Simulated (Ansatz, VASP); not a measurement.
One calculation of NaCl, two programs

POSCAR

```
NaCl
1.0
    0.0000000000      2.8600675000      2.8317500000
    2.8317500000      0.0000000000      2.8317500000
    2.8317500000      2.8600675000      0.0000000000
Na Cl
1 1
Direct
    0.0000000000      0.0000000000      0.0000000000
    0.5000000000      0.5000000000      0.5000000000
```

File INCAR.step1:

```
SYSTEM = NaCl
PREC = Accurate
ENCUT = 520
ISMEAR = 0
SIGMA = 0.05
LREAL = .FALSE.
LASPH = .TRUE.
NELM = 80
NBANDS = 14
GGA = PE
ALGO = Normal
EDIFF = 1E-4
LWAVE = .TRUE.
LCHARG = .FALSE.
```

File INCAR.step2:

```
SYSTEM = NaCl
PREC = Accurate
ENCUT = 520
EDIFF = 1E-6
ISMEAR = 0
SIGMA = 0.05
LREAL = .FALSE.
LASPH = .TRUE.
NELM = 80
ALGO = Normal
ISIF = 2
LWAVE = .FALSE.
LCHARG = .TRUE.
METAGGA = R2SCAN
LMIXTAU = .TRUE.
LELF = .TRUE.
LVHAR = .TRUE.
NBANDS = 14
ISTART = 1
```

KPOINTS

```
Automatic mesh
0
G
  8 8 8
  0 0 0
```

Input for Ansatz:

```yaml
crystal:
  lattice:
    - [0.0, 2.8600675, 2.83175]
    - [2.83175, 0.0, 2.83175]
    - [2.83175, 2.8600675, 0.0]
  atoms:
    - { symbol: Na, position: [0.0, 0.0, 0.0] }
    - { symbol: Cl, position: [0.5, 0.5, 0.5] }
basis:
  ecutwfc: 500
kpoints:
  mp_grid: { grid: [8, 8, 8] }
hamiltonian:
  xc: r2scan
scf:
  occupations: { method: gaussian, width: 0.05 }
output:
  forces: true
  stress: true
  eigenvalues: true
```

Change from the starting cell: strain +0.0100 x Voigt [0, 1, 0, 0, 0, 0], atoms carried along.

Alike in both runs: task single point; functional r2SCAN; k mesh 8 × 8 × 8; occupations gaussian, width 0.05 eV; no spin polarisation.

|  | VASP | Ansatz |
| --- | --- | --- |
| version | VASP 6.6.1 | Ansatz 0.2.0 |
| potentials or method | VASP PAW PBE potentials, release 64 (Na_pv, Cl), cutoff 520 eV | scalar-relativistic, plane waves, PAW |
| valence electrons in the cell | 14 | 16 |

Ansatz gave:

```
gap on the k mesh at the Fermi level (eV)                     : 5.80
least direct gap on the mesh (eV)                             : 5.80
pressure (GPa)                                                : -1.0
traceless stress, the component that is largest in VASP (GPa) : -0.25
```

Q: Estimate VASP's values.

A: gap on the k mesh at the Fermi level (eV): 5.83; least direct gap on the mesh (eV): 5.83; pressure (GPa): -1.2; traceless stress, the component that is largest in VASP (GPa): -0.25.

VASP's potentials were made for PBE, not for r2SCAN. VASP's potentials hold 14 valence electrons a cell and Ansatz's 16, so a difference there can come from the potentials and not from the codes.
